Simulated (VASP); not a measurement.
# KBr (P6_3/mmc) in VASP: notebook

The runs below take KBr through single point, with PBE, r2SCAN.

All numbers are computed with VASP 6.6.1; they aren't measurements. Logs are shortened: lines on timing, memory, paths and dates and some standing lists are left out, and cuts for length are marked.

**1. The cell of the first run**

Symmetry: P6_3/mmc, No. 194, hexagonal system. Conventional cell: a = 5.590 Å, b = 5.590 Å, c = 6.564 Å, α = 90.00°, β = 90.00°, γ = 120.00°. K (site symmetry -6m2) has 5 Br at 3.23 to 3.28 Å within 4.2 Å. Within 4.2 Å of Br (site symmetry -6m2) lie 5 K at 3.23 to 3.28 Å.

**2. Single point, PBE (epitaxial xy strain -0.5%)**

Input file INCAR:

```
SYSTEM = KBr
ALGO = Normal ; EDIFF = 1E-6
ENCUT = 520 ; GGA = PE
ISIF = 2 ; ISMEAR = -1
LASPH = .True. ; LCHARG = .False.
LREAL = .False. ; LWAVE = .False.
NBANDS = 24 ; NELM = 100
PREC = Accurate ; SIGMA = 0.02
```

Input file KPOINTS:

```
k-points
0
Gamma
  6 6 4
  0 0 0
```

Input file POSCAR:

```
KBr
1.0
    5.5904884481      0.0000000000      0.0000000000
   -2.7952442241      4.8415050156      0.0000000000
    0.0000000000      0.0000000000      6.5641394530
K Br
2 2
Direct
    0.3333333333      0.6666666667     -0.0625000000
    0.6666666667      0.3333333333      0.4375000000
    0.3333333333      0.6666666667      0.4375000000
    0.6666666667      0.3333333333      0.9375000000
```

Potentials or basis: VASP PAW PBE potentials, release 64 (K_sv, Br).

Run with:

```bash
> cat potpaw_PBE.64/K_sv/POTCAR potpaw_PBE.64/Br/POTCAR > POTCAR
> mpirun -np 1 vasp_std > vasp.out
```

OUTCAR:

```text
SYSTEM = KBr
   EDIFF = 1E-6
   ENCUT = 520
   GGA = PE
   ISIF = 2
   ISMEAR = -1
   LASPH = .True.
   LREAL = .False.
   NELM = 100
   PREC = Accurate

 ion  position               nearest neighbor table
   1  0.333  0.667  0.938-   4 3.23   4 3.23   4 3.23   3 3.28   3 3.28
   2  0.667  0.333  0.438-   3 3.23   3 3.23   3 3.23   4 3.28   4 3.28
   3  0.333  0.667  0.438-   2 3.23   2 3.23   2 3.23   1 3.28   1 3.28
   4  0.667  0.333  0.938-   1 3.23   1 3.23   1 3.23   2 3.28   2 3.28

  LATTYP: Found a hexagonal cell.
 ALAT       =     5.5904884481
 C/A-ratio  =     1.1741620636

  Lattice vectors:

 A1 = (   5.5904884481,   0.0000000000,   0.0000000000)
 A2 = (  -2.7952442241,   4.8415050156,   0.0000000000)
 A3 = (   0.0000000000,   0.0000000000,   6.5641394530)

Analysis of symmetry for initial positions (statically):
=====================================================================
 Subroutine PRICEL returns:
 Original cell was already a primitive cell.

 Routine SETGRP: Setting up the symmetry group for a
 hexagonal supercell.

 Subroutine GETGRP returns: Found 24 space group operations
 (whereof  6 operations were pure point group operations)
 out of a pool of 24 trial point group operations.

The static configuration has the point symmetry C_3v.
 The point group associated with its full space group is D_6h.

Analysis of symmetry for dynamics (positions and initial velocities):
=====================================================================
 Subroutine PRICEL returns:
 Original cell was already a primitive cell.

 Routine SETGRP: Setting up the symmetry group for a
 hexagonal supercell.

 Subroutine GETGRP returns: Found 24 space group operations
 (whereof  6 operations were pure point group operations)
 out of a pool of 24 trial point group operations.

The dynamic configuration has the point symmetry C_3v.
 The point group associated with its full space group is D_6h.

 Subroutine INISYM returns: Found 24 space group operations
 (whereof  6 operations are pure point group operations),
 and found     1 'primitive' translations

----------------------------------------------------------------------------------------

                                     Primitive cell

  volume of cell :     177.6675

  direct lattice vectors                    reciprocal lattice vectors
     5.590488448  0.000000000  0.000000000     0.178875247  0.103273672  0.000000000
    -2.795244224  4.841505016  0.000000000     0.000000000  0.206547344  0.000000000
     0.000000000  0.000000000  6.564139453     0.000000000  0.000000000  0.152342894

  length of vectors
     5.590488448  5.590488448  6.564139453     0.206547344  0.206547344  0.152342894

  position of ions in fractional coordinates (direct lattice)
     0.333333333  0.666666667  0.937500000
     0.666666667  0.333333333  0.437500000
     0.333333333  0.666666667  0.437500000
     0.666666667  0.333333333  0.937500000

  ion indices of the primitive-cell ions
   primitive index   ion index
                 1           1
                 2           2
                 3           3
                 4           4

----------------------------------------------------------------------------------------

 KPOINTS: k-points

Automatic generation of k-mesh.
 Grid dimensions read from file:
 generate k-points for:    6    6    4

 Generating k-lattice:

  Cartesian coordinates                     Fractional coordinates (reciprocal lattice)
     0.029812541  0.017212279  0.000000000     0.166666667  0.000000000  0.000000000
     0.000000000  0.034424557  0.000000000     0.000000000  0.166666667  0.000000000
     0.000000000  0.000000000  0.038085723     0.000000000  0.000000000  0.250000000

  Length of vectors
     0.034424557  0.034424557  0.038085723

  Shift w.r.t. Gamma in fractional coordinates (k-lattice)
     0.000000000  0.000000000  0.000000000

 Subroutine IBZKPT returns following result:
 ===========================================

 Found     21 irreducible k-points:

 Following reciprocal coordinates:
            Coordinates               Weight
  0.000000  0.000000  0.000000      1.000000
  0.166667 -0.000000  0.000000      6.000000
  0.333333  0.000000  0.000000      6.000000
  0.500000  0.000000  0.000000      3.000000
  0.166667  0.166667  0.000000      6.000000
  0.333333  0.166667  0.000000     12.000000
[... 13 lines left out ...]
  0.333333  0.166667  0.500000     12.000000
  0.333333  0.333333  0.500000      2.000000
   k-points           NKPTS =     21   k-points in BZ     NKDIM =     21   number of bands    NBANDS=     24
   number of dos      NEDOS =    301   number of ions     NIONS =      4
   total plane-waves  NPLWV =  88200
   dimension x,y,z NGX =    42 NGY =   42 NGZ =   50
   dimension x,y,z NGXF=    84 NGYF=   84 NGZF=  100
   ions per type =               2   2
   NGX,Y,Z   is equivalent  to a cutoff of  12.49, 12.49, 12.66 a.u.
   NGXF,Y,Z  is equivalent  to a cutoff of  24.98, 24.98, 25.33 a.u.
 SYSTEM =  KBr
   PREC   = accura    normal or accurate (medium, high low for compatibility)
   ISTART =      0    job   : 0-new  1-cont  2-samecut
   ICHARG =      2    charge: 1-file 2-atom 10-const
   ISPIN  =      1    spin polarized calculation?
   LNONCOLLINEAR =      F non collinear calculations
   LSORBIT =      F    spin-orbit coupling
   LASPH  =      T    aspherical Exc in radial PAW
   ENCUT  =  520.0 eV  38.22 Ry    6.18 a.u.  10.39 10.39 12.20*2*pi/ulx,y,z
   NELM   =    100;   NELMIN=  2; NELMDL= -5     # of ELM steps
   EDIFF  = 0.1E-05   stopping-criterion for ELM
   LREAL  =      F    real-space projection
   EDIFFG = 0.1E-04   stopping-criterion for IOM
   NSW    =      0    number of steps for IOM
   IBRION =     -1    ionic relax: 0-MD 1-quasi-New 2-CG
   NFREE  =      0    steps in history (QN), initial steepest desc. (CG)
   ISIF   =      2    stress and relaxation
   ISYM   =      2    0-nonsym 1-usesym 2-fastsym
   POTIM  = 0.5000    time-step for ionic-motion
   TEBEG  =    0.0;   TEEND  =   0.0 temperature during run
   PSTRESS=    0.0 pullay stress
   NELECT =      32.0000    total number of electrons
   NUPDOWN=      -1.0000    fix difference up-down
   EMIN   =  10.00;   EMAX   =-10.00  energy-range for DOS
   EFERMI =   0.00;   METHOD = LEGACY
   ISMEAR =    -1;   SIGMA  =   0.02  broadening in eV -4-tet -1-fermi 0-gaus
   EFERMI_NEDOS =   21; number of points for ismear=-14 and -15
   IALGO  =     38    algorithm
   IMIX   =      4    mixing-type and parameters
     AMIX     =   0.40;   BMIX     =  1.00
     AMIX_MAG =   1.60;   BMIX_MAG =  1.00
  volume/ion in A,a.u.               =      44.42       299.74
  Fermi-wavevector in a.u.,A,eV,Ry     =   0.924532  1.747113 11.629720  0.854760
  Thomas-Fermi vector in A             =   2.050289
   LORBIT       =      0    0 simple, 1 ext, 2 COOP (PROOUT), +10 PAW based schemes
   GGA     = PE    functional components
   LHFCALC =     F    Hartree Fock is set to
   AEXX    =    0.0000 exact exchange contribution
   IVDW    =     0    specifies the selected vdW correction
   LEPSILON=     F    determine dielectric tensor
   LRPA    =     F    only Hartree local field effects (RPA)
 non-spin polarized calculation
  energy-cutoff  :      520.00
  volume of cell :      177.67
 maximum number of plane-waves:      4848
 NGX is ok and might be reduce to    42
   NGX = 21   NGY = 21   NGZ = 25

 number of electron      32.0000006 magnetization

 Free energy of the ion-electron system (eV)
  ---------------------------------------------------
  ext. energy  EPLUGINS =         0.00000000
  ---------------------------------------------------
  free energy    TOTEN  =       -12.27056427 eV

  energy without entropy =      -12.27056427  energy(sigma->0) =      -12.27056427

 E-fermi :  -2.1080     XC(G=0):  -6.3811

 val. band max:       -2.5097866600   @ k =   0.0000   0.0000   0.0000
 cond. band min:       1.6904487280   @ k =   0.0000   0.0000   0.0000
 fundamental gap:      4.2002353879
 Fermi energy:        -2.1079699195

 k-point     1 :       0.0000    0.0000    0.0000
  band No.  band energies     occupation
      1     -30.4098      2.00000
      2     -30.4032      2.00000
      3     -14.7427      2.00000
      4     -14.6586      2.00000
      5     -13.9589      2.00000
      6     -13.9385      2.00000
[... 16 lines left out ...]
     23       5.7794      0.00000
     24       6.3862      0.00000

 k-point     2 :       0.1667   -0.0000    0.0000
  band No.  band energies     occupation
      1     -30.4093      2.00000
      2     -30.4034      2.00000
      3     -14.7775      2.00000
      4     -14.7092      2.00000
      5     -13.9539      2.00000
      6     -13.9412      2.00000
[... 16 lines left out ...]
     23       5.9346      0.00000
     24       5.9790      0.00000

 k-point     3 :       0.3333    0.0000    0.0000
  band No.  band energies     occupation
      1     -30.4080      2.00000
      2     -30.4042      2.00000
      3     -14.8358      2.00000
      4     -14.7968      2.00000
      5     -13.9462      2.00000
      6     -13.9411      2.00000
[... 16 lines left out ...]
     23       5.8948      0.00000
     24       6.1688      0.00000

 k-point     4 :       0.5000    0.0000    0.0000
  band No.  band energies     occupation
      1     -30.4071      2.00000
      2     -30.4049      2.00000
      3     -14.8583      2.00000
      4     -14.8386      2.00000
      5     -13.9486      2.00000
      6     -13.9310      2.00000
[... 16 lines left out ...]
     23       5.9261      0.00000
     24       6.4451      0.00000

 k-point     5 :       0.1667    0.1667    0.0000
  band No.  band energies     occupation
      1     -30.4084      2.00000
      2     -30.4040      2.00000
      3     -14.8226      2.00000
      4     -14.7758      2.00000
      5     -13.9463      2.00000
      6     -13.9448      2.00000
[... 16 lines left out ...]
     23       5.8969      0.00000
     24       6.0216      0.00000

 k-point     6 :       0.3333    0.1667    0.0000
  band No.  band energies     occupation
      1     -30.4071      2.00000
      2     -30.4049      2.00000
      3     -14.8586      2.00000
      4     -14.8376      2.00000
      5     -13.9521      2.00000
      6     -13.9311      2.00000
[... 16 lines left out ...]
     23       6.0797      0.00000
     24       6.2210      0.00000
[... 298 lines left out ...]
 k-point    18 :       0.5000    0.0000    0.5000
  band No.  band energies     occupation
      1     -30.4059      2.00000
      2     -30.4059      2.00000
      3     -14.9394      2.00000
      4     -14.9394      2.00000
      5     -13.9282      2.00000
      6     -13.9282      2.00000
[... 16 lines left out ...]
     23       5.9955      0.00000
     24       5.9955      0.00000

 k-point    19 :       0.1667    0.1667    0.5000
  band No.  band energies     occupation
      1     -30.4061      2.00000
      2     -30.4061      2.00000
      3     -14.8981      2.00000
      4     -14.8981      2.00000
      5     -13.9272      2.00000
      6     -13.9272      2.00000
[... 16 lines left out ...]
     23       6.2336      0.00000
     24       6.2336      0.00000

 k-point    20 :       0.3333    0.1667    0.5000
  band No.  band energies     occupation
      1     -30.4059      2.00000
      2     -30.4059      2.00000
      3     -14.9392      2.00000
      4     -14.9392      2.00000
      5     -13.9306      2.00000
      6     -13.9306      2.00000
[... 16 lines left out ...]
     23       6.0323      0.00000
     24       6.0323      0.00000

 k-point    21 :       0.3333    0.3333    0.5000
  band No.  band energies     occupation
      1     -30.4059      2.00000
      2     -30.4059      2.00000
      3     -14.9519      2.00000
      4     -14.9519      2.00000
      5     -13.9336      2.00000
      6     -13.9336      2.00000
[... 16 lines left out ...]
     23       6.0946      0.00000
     24       6.0946      0.00000

------------------------ aborting loop because EDIFF is reached ----------------------------------------

  FORCE on cell =-STRESS in cart. coord.  units (eV):
  Direction    XX          YY          ZZ          XY          YZ          ZX
  --------------------------------------------------------------------------------------
  -------------------------------------------------------------------------------------
  Total        0.5743747      0.5743747      0.5752964     -0.0000000      0.0000000     -0.0000000
  in kB        5.1796203      5.1796203      5.1879322     -0.0000000      0.0000000     -0.0000000
  external PRESSURE =       5.1823909 kB  Pullay stress =       0.0000000 kB

 VOLUME and BASIS-vectors are now :
 -----------------------------------------------------------------------------
  energy-cutoff  :      520.00
  volume of cell :      177.67
      direct lattice vectors                 reciprocal lattice vectors
     5.590488448  0.000000000  0.000000000     0.178875247  0.103273672  0.000000000
    -2.795244224  4.841505016  0.000000000     0.000000000  0.206547344  0.000000000
     0.000000000  0.000000000  6.564139453     0.000000000  0.000000000  0.152342894

 POSITION                                       TOTAL-FORCE (eV/Angst)
 -----------------------------------------------------------------------------------
     -0.00000      3.22767      6.15388        -0.000000      0.000000      0.000000
      2.79524      1.61384      2.87181         0.000000     -0.000000     -0.000000
     -0.00000      3.22767      2.87181        -0.000000     -0.000000     -0.000000
      2.79524      1.61384      6.15388        -0.000000      0.000000      0.000000
 -----------------------------------------------------------------------------------
    total drift:                               -0.000000      0.000000     -0.000047

  FREE ENERGIE OF THE ION-ELECTRON SYSTEM (eV)
  ---------------------------------------------------
  free  energy   TOTEN  =       -12.2705642748 eV

  energy  without entropy=      -12.2705642748  energy(sigma->0) =      -12.27056427
```

Wall time 3.1 min (1 thread of Oxide Virtual Turin-like, shared host); peak memory 0.29 GiB.

What came out:

| Quantity | Value |
| --- | --- |
| Free energy | -12.2706 eV |
| Pressure | 0.5 GPa |
| Band gap on the k mesh | 4.20 eV, direct |

Levels at points of the mesh, in eV from the valence-band top:
| k point | band 14 | band 15 | band 16 | band 17 | band 18 | band 19 |
| --- | --- | --- | --- | --- | --- | --- |
| (0.00, 0.00, 0.00) | -0.29 | -0.29 | 0.00 | 4.20 | 7.07 | 7.44 |
| (0.50, 0.00, 0.00) | -0.47 | -0.26 | -0.15 | 6.02 | 6.45 | 6.69 |
| (0.00, 0.00, 0.50) | -0.41 | -0.41 | -0.41 | 5.47 | 5.47 | 8.43 |
| (0.50, 0.00, 0.50) | -0.35 | -0.28 | -0.28 | 6.27 | 6.27 | 7.91 |

Caveat: the cell differs from its parent crystal (epitaxial xy strain -0.5%). A k mesh can miss the band edges.

(Part 1 of 3 ends here.)
